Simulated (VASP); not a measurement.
# CdS4 (P4/mmm) in VASP: a series of runs

Runs on CdS4. Level: PBE. Tasks: single point, relaxation of cell and atoms.

Everything below comes from runs of VASP 6.6.1. Logs are shortened: lines on timing, memory, paths and dates and some standing lists are left out, and cuts for length are marked.

## Step 1: The cell of the first run

Symmetry: P4/mmm, No. 123, tetragonal system. Conventional cell: a = 4.832 Å, b = 4.832 Å, c = 5.014 Å, α = 90.00°, β = 90.00°, γ = 90.00°. Within 3.8 Å of Cd (site symmetry 4/mmm) lie 8 S at 2.85 Å. S (site symmetry 2mm) has 1 S at 1.98 Å within 2.6 Å.

The cell was built from a structure type or drawn by symmetry, and may not be a known phase.

## Step 2: Single point, PBE

The input, INCAR:

```
ALGO = Normal ; EDIFF = 1E-6
ENCUT = 520 ; GGA = PE
ISIF = 2 ; ISMEAR = 0
LASPH = T ; LCHARG = F
LREAL = F ; LWAVE = F
NBANDS = 26 ; NELM = 60
PREC = Accurate ; SIGMA = 0.1
```

The input, KPOINTS:

```
k-points
0
Gamma
  4 4 4
```

The input, POSCAR:

```
CdS4
1.0
    4.8322574364      0.0000000000      0.0000000000
    0.0000000000      4.8322574364      0.0000000000
    0.0000000000      0.0000000000      5.0142961376
Cd S
1 4
Direct
    0.0000000000      0.0000000000      0.5000000000
    0.0000000000      0.5000000000      0.1972820693
    0.5000000000      0.0000000000      0.1972820693
    0.0000000000      0.5000000000      0.8027179307
    0.5000000000      0.0000000000      0.8027179307
```

Potentials or basis: VASP PAW PBE potentials, release 64 (Cd, S).

On the command line:

```console
$ cat potpaw_PBE.64/Cd/POTCAR potpaw_PBE.64/S/POTCAR > POTCAR
$ mpirun -np 1 vasp_std > vasp.out
```

OUTCAR:

```text
EDIFF = 1E-6
   ENCUT = 520
   GGA = PE
   ISIF = 2
   ISMEAR = 0
   LASPH = T
   LREAL = F
   NELM = 60
   PREC = Accurate

 ion  position               nearest neighbor table
   1  0.000  0.000  0.500-   2 2.85   3 2.85   4 2.85   5 2.85   2 2.85   4 2.85   3 2.85   5 2.85

   2  0.000  0.500  0.197-   4 1.98   1 2.85   1 2.85
   3  0.500  0.000  0.197-   5 1.98   1 2.85   1 2.85
   4  0.000  0.500  0.803-   2 1.98   1 2.85   1 2.85
   5  0.500  0.000  0.803-   3 1.98   1 2.85   1 2.85

  LATTYP: Found a simple tetragonal cell.
 ALAT       =     4.8322574364
 C/A-ratio  =     1.0376715652

  Lattice vectors:

 A1 = (   4.8322574364,   0.0000000000,   0.0000000000)
 A2 = (   0.0000000000,   4.8322574364,   0.0000000000)
 A3 = (   0.0000000000,   0.0000000000,   5.0142961376)

Analysis of symmetry for initial positions (statically):
=====================================================================
 Subroutine PRICEL returns:
 Original cell was already a primitive cell.

 Routine SETGRP: Setting up the symmetry group for a
 simple tetragonal supercell.

 Subroutine GETGRP returns: Found 16 space group operations
 (whereof 16 operations were pure point group operations)
 out of a pool of 16 trial point group operations.

The static configuration has the point symmetry D_4h.

Analysis of symmetry for dynamics (positions and initial velocities):
=====================================================================
 Subroutine PRICEL returns:
 Original cell was already a primitive cell.

 Routine SETGRP: Setting up the symmetry group for a
 simple tetragonal supercell.

 Subroutine GETGRP returns: Found 16 space group operations
 (whereof 16 operations were pure point group operations)
 out of a pool of 16 trial point group operations.

The dynamic configuration has the point symmetry D_4h.

 Subroutine INISYM returns: Found 16 space group operations
 (whereof 16 operations are pure point group operations),
 and found     1 'primitive' translations

----------------------------------------------------------------------------------------

                                     Primitive cell

  volume of cell :     117.0874

[... 84 lines left out ...]
   LASPH  =      T    aspherical Exc in radial PAW
   ENCUT  =  520.0 eV  38.22 Ry    6.18 a.u.   8.98  8.98  9.32*2*pi/ulx,y,z
   NELM   =     60;   NELMIN=  2; NELMDL= -5     # of ELM steps
   EDIFF  = 0.1E-05   stopping-criterion for ELM
   LREAL  =      F    real-space projection
   EDIFFG = 0.1E-04   stopping-criterion for IOM
   NSW    =      0    number of steps for IOM
   IBRION =     -1    ionic relax: 0-MD 1-quasi-New 2-CG
   NFREE  =      0    steps in history (QN), initial steepest desc. (CG)
   ISIF   =      2    stress and relaxation
   ISYM   =      2    0-nonsym 1-usesym 2-fastsym
   POTIM  = 0.5000    time-step for ionic-motion
   TEBEG  =    0.0;   TEEND  =   0.0 temperature during run
   PSTRESS=    0.0 pullay stress
   NELECT =      36.0000    total number of electrons
   NUPDOWN=      -1.0000    fix difference up-down
   EMIN   =  10.00;   EMAX   =-10.00  energy-range for DOS
   EFERMI =   0.00;   METHOD = LEGACY
   ISMEAR =     0;   SIGMA  =   0.10  broadening in eV -4-tet -1-fermi 0-gaus
   EFERMI_NEDOS =   21; number of points for ismear=-14 and -15
   IALGO  =     38    algorithm
   IMIX   =      4    mixing-type and parameters
     AMIX     =   0.40;   BMIX     =  1.00
     AMIX_MAG =   1.60;   BMIX_MAG =  1.00
  volume/ion in A,a.u.               =      23.42       158.03
  Fermi-wavevector in a.u.,A,eV,Ry     =   1.104941  2.088035 16.611270  1.220894
  Thomas-Fermi vector in A             =   2.241421
   LORBIT       =      0    0 simple, 1 ext, 2 COOP (PROOUT), +10 PAW based schemes
   GGA     = PE    functional components
   LHFCALC =     F    Hartree Fock is set to
   AEXX    =    0.0000 exact exchange contribution
   IVDW    =     0    specifies the selected vdW correction
   LEPSILON=     F    determine dielectric tensor
   LRPA    =     F    only Hartree local field effects (RPA)
 non-spin polarized calculation
 Gauss-broadening in eV      SIGMA  =   0.10
  energy-cutoff  :      520.00
  volume of cell :      117.09
 maximum number of plane-waves:      3170
 NGX is ok and might be reduce to    36
   NGX = 17   NGY = 17   NGZ = 19

 number of electron      35.9999996 magnetization

 Free energy of the ion-electron system (eV)
  ---------------------------------------------------
  ext. energy  EPLUGINS =         0.00000000
  ---------------------------------------------------
  free energy    TOTEN  =       -16.76081617 eV

  energy without entropy =      -16.74618818  energy(sigma->0) =      -16.75350217

 E-fermi :   3.1692     XC(G=0):  -9.1147

 val. band max:        3.1683967029   @ k =   0.0000   0.0000   0.5000
 cond. band min:       3.1868638749   @ k =   0.2500   0.0000   0.2500
 fundamental gap:      0.0184671720
 Fermi energy:         3.1692317341

 k-point     1 :       0.0000    0.0000    0.0000
  band No.  band energies     occupation
      1     -12.8236      2.00000
      2     -11.9889      2.00000
      3      -7.6542      2.00000
      4      -6.6062      2.00000
      5      -5.7503      2.00000
      6      -5.5520      2.00000
[... 511 lines left out ...]
     25       9.9433      0.00000
     26      10.2053      0.00000

------------------------ aborting loop because EDIFF is reached ----------------------------------------

  FORCE on cell =-STRESS in cart. coord.  units (eV):
  Direction    XX          YY          ZZ          XY          YZ          ZX
  --------------------------------------------------------------------------------------
  -------------------------------------------------------------------------------------
  Total        0.0613814      0.0613814     -0.6178971      0.0000000      0.0000000     -0.0000000
  in kB        0.8399183      0.8399183     -8.4550585      0.0000000      0.0000000     -0.0000000
  external PRESSURE =      -2.2584073 kB  Pullay stress =       0.0000000 kB

 VOLUME and BASIS-vectors are now :
 -----------------------------------------------------------------------------
  energy-cutoff  :      520.00
  volume of cell :      117.09
      direct lattice vectors                 reciprocal lattice vectors
     4.832257436  0.000000000  0.000000000     0.206942617  0.000000000  0.000000000
     0.000000000  4.832257436  0.000000000     0.000000000  0.206942617  0.000000000
     0.000000000  0.000000000  5.014296138     0.000000000  0.000000000  0.199429785

 POSITION                                       TOTAL-FORCE (eV/Angst)
 -----------------------------------------------------------------------------------
      0.00000      0.00000      2.50715         0.000000      0.000000     -0.000000
      0.00000      2.41613      0.98923        -0.000000      0.000000     -0.185970
      2.41613      0.00000      0.98923         0.000000     -0.000000     -0.185970
      0.00000      2.41613      4.02507        -0.000000      0.000000      0.185970
      2.41613      0.00000      4.02507         0.000000     -0.000000      0.185970
 -----------------------------------------------------------------------------------
    total drift:                                0.000000     -0.000000      0.000000

  FREE ENERGIE OF THE ION-ELECTRON SYSTEM (eV)
  ---------------------------------------------------
  free  energy   TOTEN  =       -16.7608161660 eV

  energy  without entropy=      -16.7461881772  energy(sigma->0) =      -16.75350217
```

OSZICAR:

```text
N       E                     dE             d eps       ncg     rms          rms(c)
DAV:   1     0.224846317053E+03    0.22485E+03   -0.16637E+04   936   0.123E+03
DAV:   2    -0.210804482912E+01   -0.22695E+03   -0.22015E+03  1120   0.271E+02
DAV:   3    -0.171813133271E+02   -0.15073E+02   -0.14912E+02  1140   0.701E+01
DAV:   4    -0.173930189385E+02   -0.21171E+00   -0.21119E+00  1190   0.881E+00
DAV:   5    -0.173972252966E+02   -0.42064E-02   -0.42050E-02  1172   0.125E+00    0.181E+01
DAV:   6    -0.168139442005E+02    0.58328E+00   -0.10733E+00  1072   0.111E+01    0.113E+01
DAV:   7    -0.167656064021E+02    0.48338E-01   -0.49006E-01  1152   0.420E+00    0.309E+00
DAV:   8    -0.167611619867E+02    0.44444E-02   -0.85703E-02  1104   0.286E+00    0.796E-01
DAV:   9    -0.167607468988E+02    0.41509E-03   -0.82529E-03  1120   0.883E-01    0.231E-01
DAV:  10    -0.167607406072E+02    0.62916E-05   -0.11140E-03  1116   0.310E-01    0.610E-02
DAV:  11    -0.167608156443E+02   -0.75037E-04   -0.23451E-04  1118   0.120E-01    0.381E-02
DAV:  12    -0.167608121306E+02    0.35137E-05   -0.43447E-05  1154   0.728E-02    0.909E-03
DAV:  13    -0.167608163720E+02   -0.42414E-05   -0.92595E-06  1040   0.176E-02    0.380E-03
DAV:  14    -0.167608161660E+02    0.20598E-06   -0.14449E-06   868   0.125E-02
   1 F= -.16760816E+02 E0= -.16753502E+02  d E =-.146280E-01
```

stdout:

```text
POSCAR found type information on POSCAR CdS
 POSCAR found :  2 types and       5 ions
 scaLAPACK will be used
 LDA part: xc-table for (Slater+PW92), standard interpolation
 POSCAR, INCAR and KPOINTS ok, starting setup
 FFT: planning ... GRIDC
 FFT: planning ... GRID_SOFT
 FFT: planning ... GRID
 WAVECAR not read
 entering main loop
```

Run time: 18 s. Hardware: 1 thread of Intel Xeon 6975P-C (Granite Rapids), shared host; peak memory 0.22 GiB.

Results:

```
Free energy            : -16.7608 eV
Pressure               : -0.2 GPa
Largest force          : 0.186 eV/Å
Band gap on the k mesh : zero (bands 18 and 19 overlap by 1.61 eV)
```

Forces in eV/Å, atoms in the order of the input:
```
Cd   0.000  0.000  0.000
S    0.000  0.000 -0.186
S    0.000  0.000 -0.186
S    0.000  0.000  0.186
S    0.000  0.000  0.186
```

Stress tensor (GPa, compression positive):
```
 0.08  0.00  0.00
 0.00  0.08  0.00
 0.00  0.00 -0.85
```

Levels at points of the mesh, in eV from the Fermi level:
```csv
k point,band 14,band 15,band 16,band 17,band 18,band 19,band 20,band 21,band 22,band 23
"(0.00, 0.00, 0.00)",-2.70,-2.70,-0.98,-0.98,0.42,0.85,0.85,4.02,4.02,4.41
"(0.50, 0.00, 0.00)",-3.89,-3.70,-1.26,-0.29,-0.19,-0.16,1.42,4.53,5.51,5.74
"(0.50, 0.50, 0.00)",-2.72,-2.27,-2.12,-1.46,0.70,0.74,1.26,4.70,5.48,5.48
"(0.00, 0.00, 0.50)",-2.83,-2.83,-2.31,-2.31,-0.60,0.00,0.00,2.36,2.39,2.70
"(0.50, 0.00, 0.50)",-3.46,-3.36,-3.25,-2.25,-1.22,-0.90,1.29,1.40,4.21,5.16
"(0.50, 0.50, 0.50)",-3.66,-2.43,-2.29,-1.90,0.50,0.70,1.33,1.33,4.53,6.76
```

## Step 3: Single point, PBE

This run uses another cell than the first one, of 27.04 Å³/atom.

The input, INCAR:

```
SYSTEM = CdS4
PREC = Accurate
ENCUT = 520
EDIFF = 1E-7
ISMEAR = 0
SIGMA = 0.1
LREAL = .False.
LASPH = .True.
NELM = 100
ALGO = Normal
ISIF = 2
LWAVE = .False.
LCHARG = .True.
GGA = PE
LELF = .True.
LVHAR = .True.
NBANDS = 26
```

The input, KPOINTS:

```
Automatic mesh
0
Gamma
  4 4 4
  0 0 0
```

The input, POSCAR:

```
CdS4
1.0
    4.6883412500      0.0000000000      0.0000000000
    0.0000000000      4.6883412500      0.0000000000
    0.0000000000      0.0000000000      6.1499471800
Cd S
1 4
Direct
    0.0000000000      0.0000000000      0.5000000000
    0.0000000000      0.5000000000      0.1530061900
    0.5000000000      0.0000000000      0.1530061900
    0.0000000000      0.5000000000      0.8469938100
    0.5000000000      0.0000000000      0.8469938100
```

Potentials or basis: VASP PAW PBE potentials, release 64 (Cd, S).

On the command line:

```console
$ cat potpaw_PBE.64/Cd/POTCAR potpaw_PBE.64/S/POTCAR > POTCAR
$ mpirun -np 1 vasp_std > vasp.out
```

OUTCAR:

```text
SYSTEM = CdS4
   PREC = Accurate
   ENCUT = 520
   EDIFF = 1E-7
   ISMEAR = 0
   LREAL = .False.
   LASPH = .True.
   NELM = 100
   ISIF = 2
   GGA = PE

 ion  position               nearest neighbor table
   1  0.000  0.000  0.500-   2 3.17   3 3.17   4 3.17   5 3.17   2 3.17   4 3.17   3 3.17   5 3.17

   2  0.000  0.500  0.153-   4 1.88   1 3.17   1 3.17
   3  0.500  0.000  0.153-   5 1.88   1 3.17   1 3.17
   4  0.000  0.500  0.847-   2 1.88   1 3.17   1 3.17
   5  0.500  0.000  0.847-   3 1.88   1 3.17   1 3.17

  LATTYP: Found a simple tetragonal cell.
 ALAT       =     4.6883412500
 C/A-ratio  =     1.3117533157

  Lattice vectors:

 A1 = (   4.6883412500,   0.0000000000,   0.0000000000)
 A2 = (   0.0000000000,   4.6883412500,   0.0000000000)
 A3 = (   0.0000000000,   0.0000000000,   6.1499471800)

Analysis of symmetry for initial positions (statically):
=====================================================================
 Subroutine PRICEL returns:
 Original cell was already a primitive cell.

 Routine SETGRP: Setting up the symmetry group for a
 simple tetragonal supercell.

 Subroutine GETGRP returns: Found 16 space group operations
 (whereof 16 operations were pure point group operations)
 out of a pool of 16 trial point group operations.

The static configuration has the point symmetry D_4h.

Analysis of symmetry for dynamics (positions and initial velocities):
=====================================================================
 Subroutine PRICEL returns:
 Original cell was already a primitive cell.

 Routine SETGRP: Setting up the symmetry group for a
 simple tetragonal supercell.

 Subroutine GETGRP returns: Found 16 space group operations
 (whereof 16 operations were pure point group operations)
 out of a pool of 16 trial point group operations.

The dynamic configuration has the point symmetry D_4h.

 Subroutine INISYM returns: Found 16 space group operations
[... 116 lines left out ...]
     AMIX_MAG =   1.60;   BMIX_MAG =  1.00
  volume/ion in A,a.u.               =      27.04       182.45
  Fermi-wavevector in a.u.,A,eV,Ry     =   1.053268  1.990389 15.093954  1.109374
  Thomas-Fermi vector in A             =   2.188383
   LORBIT       =      0    0 simple, 1 ext, 2 COOP (PROOUT), +10 PAW based schemes
   GGA     = PE    functional components
   LHFCALC =     F    Hartree Fock is set to
   AEXX    =    0.0000 exact exchange contribution
   IVDW    =     0    specifies the selected vdW correction
   LEPSILON=     F    determine dielectric tensor
   LRPA    =     F    only Hartree local field effects (RPA)
 non-spin polarized calculation
 Gauss-broadening in eV      SIGMA  =   0.10
  energy-cutoff  :      520.00
  volume of cell :      135.18
 maximum number of plane-waves:      3675
 NGX is ok and might be reduce to    36
   NGX = 17   NGY = 17   NGZ = 23

 number of electron      36.0000008 magnetization

 Free energy of the ion-electron system (eV)
  ---------------------------------------------------
  ext. energy  EPLUGINS =         0.00000000
  ---------------------------------------------------
  free energy    TOTEN  =       -15.94929228 eV

  energy without entropy =      -15.93708068  energy(sigma->0) =      -15.94318648

 E-fermi :   2.2882     XC(G=0):  -8.4420

 val. band max:        2.2636204395   @ k =   0.2500   0.0000   0.0000
 cond. band min:       2.2904235311   @ k =   0.2500   0.2500   0.5000
 fundamental gap:      0.0268030916
 Fermi energy:         2.2882323053

 k-point     1 :       0.0000    0.0000    0.0000
  band No.  band energies     occupation
      1     -14.2667      2.00000
      2     -13.3634      2.00000
      3      -8.8937      2.00000
      4      -7.6106      2.00000
      5      -6.0673      2.00000
      6      -5.9465      2.00000
[... 511 lines left out ...]
     25       9.0485      0.00000
     26       9.1371      0.00000

------------------------ aborting loop because EDIFF is reached ----------------------------------------

  FORCE on cell =-STRESS in cart. coord.  units (eV):
  Direction    XX          YY          ZZ          XY          YZ          ZX
  --------------------------------------------------------------------------------------
  -------------------------------------------------------------------------------------
  Total       -0.5165337     -0.5165337      2.3155675      0.0000000     -0.0000000      0.0000000
  in kB       -6.1220861     -6.1220861     27.4446825      0.0000000     -0.0000000      0.0000000
  external PRESSURE =       5.0668368 kB  Pullay stress =       0.0000000 kB

 VOLUME and BASIS-vectors are now :
 -----------------------------------------------------------------------------
  energy-cutoff  :      520.00
  volume of cell :      135.18
      direct lattice vectors                 reciprocal lattice vectors
     4.688341250  0.000000000  0.000000000     0.213295054  0.000000000  0.000000000
     0.000000000  4.688341250  0.000000000     0.000000000  0.213295054  0.000000000
     0.000000000  0.000000000  6.149947180     0.000000000  0.000000000  0.162603023

 POSITION                                       TOTAL-FORCE (eV/Angst)
 -----------------------------------------------------------------------------------
      0.00000      0.00000      3.07497        -0.000000     -0.000000      0.000000
      0.00000      2.34417      0.94098         0.000000      0.000000      1.310104
      2.34417      0.00000      0.94098        -0.000000     -0.000000      1.310104
      0.00000      2.34417      5.20897         0.000000      0.000000     -1.310104
      2.34417      0.00000      5.20897         0.000000      0.000000     -1.310104
 -----------------------------------------------------------------------------------
    total drift:                                0.000000      0.000000      0.000000

  FREE ENERGIE OF THE ION-ELECTRON SYSTEM (eV)
  ---------------------------------------------------
  free  energy   TOTEN  =       -15.9492922806 eV

  energy  without entropy=      -15.9370806780  energy(sigma->0) =      -15.94318648
```

OSZICAR:

```text
N       E                     dE             d eps       ncg     rms          rms(c)
DAV:   1     0.227349535339E+03    0.22735E+03   -0.16055E+04   936   0.120E+03
DAV:   2     0.556387100539E+00   -0.22679E+03   -0.21874E+03  1134   0.262E+02
DAV:   3    -0.164546797865E+02   -0.17011E+02   -0.16820E+02  1144   0.728E+01
DAV:   4    -0.167143081937E+02   -0.25963E+00   -0.25851E+00  1182   0.944E+00
DAV:   5    -0.167199381542E+02   -0.56300E-02   -0.56272E-02  1224   0.141E+00    0.219E+01
DAV:   6    -0.159501769080E+02    0.76976E+00   -0.25969E+00  1142   0.106E+01    0.128E+01
DAV:   7    -0.159493722506E+02    0.80466E-03   -0.31927E-01  1104   0.389E+00    0.409E+00
DAV:   8    -0.159491396632E+02    0.23259E-03   -0.15031E-02  1206   0.706E-01    0.557E-01
DAV:   9    -0.159490057411E+02    0.13392E-03   -0.29177E-03  1172   0.388E-01    0.189E-01
DAV:  10    -0.159492410519E+02   -0.23531E-03   -0.49347E-04  1054   0.127E-01    0.422E-02
DAV:  11    -0.159492706246E+02   -0.29573E-04   -0.34264E-05  1190   0.330E-02    0.129E-02
DAV:  12    -0.159492861348E+02   -0.15510E-04   -0.15238E-05  1036   0.177E-02    0.490E-03
DAV:  13    -0.159492918580E+02   -0.57232E-05   -0.76638E-06  1094   0.123E-02    0.437E-03
DAV:  14    -0.159492921601E+02   -0.30202E-06   -0.27799E-07   992   0.281E-03    0.106E-03
DAV:  15    -0.159492922850E+02   -0.12497E-06   -0.25538E-07   878   0.218E-03    0.524E-04
DAV:  16    -0.159492922806E+02    0.44679E-08   -0.16326E-08   828   0.715E-04
   1 F= -.15949292E+02 E0= -.15943186E+02  d E =-.122116E-01
```

stdout:

```text
POSCAR found type information on POSCAR CdS
 POSCAR found :  2 types and       5 ions
 scaLAPACK will be used
 LDA part: xc-table for (Slater+PW92), standard interpolation
 POSCAR, INCAR and KPOINTS ok, starting setup
 FFT: planning ... GRIDC
 FFT: planning ... GRID_SOFT
 FFT: planning ... GRID
 WAVECAR not read
 entering main loop
```

It took 25 s on 1 thread of Intel Xeon 6975P-C (Granite Rapids), shared host; peak memory 0.25 GiB.

Results:

```
Free energy            : -15.9493 eV
Pressure               : 0.5 GPa
Largest force          : 1.310 eV/Å
Band gap on the k mesh : zero (bands 18 and 19 overlap by 1.61 eV)
```

Forces on the atoms (eV/Å):
```
Cd   0.000  0.000  0.000
S    0.000  0.000  1.310
S    0.000  0.000  1.310
S    0.000  0.000 -1.310
S    0.000  0.000 -1.310
```

Stress tensor (GPa, compression positive):
```
-0.61  0.00  0.00
 0.00 -0.61  0.00
 0.00  0.00  2.74
```

Caveat: forces of over 1 eV/Å act on the atoms, so gaps and moduli don't describe the material at rest.

[end of part 1 of 2]
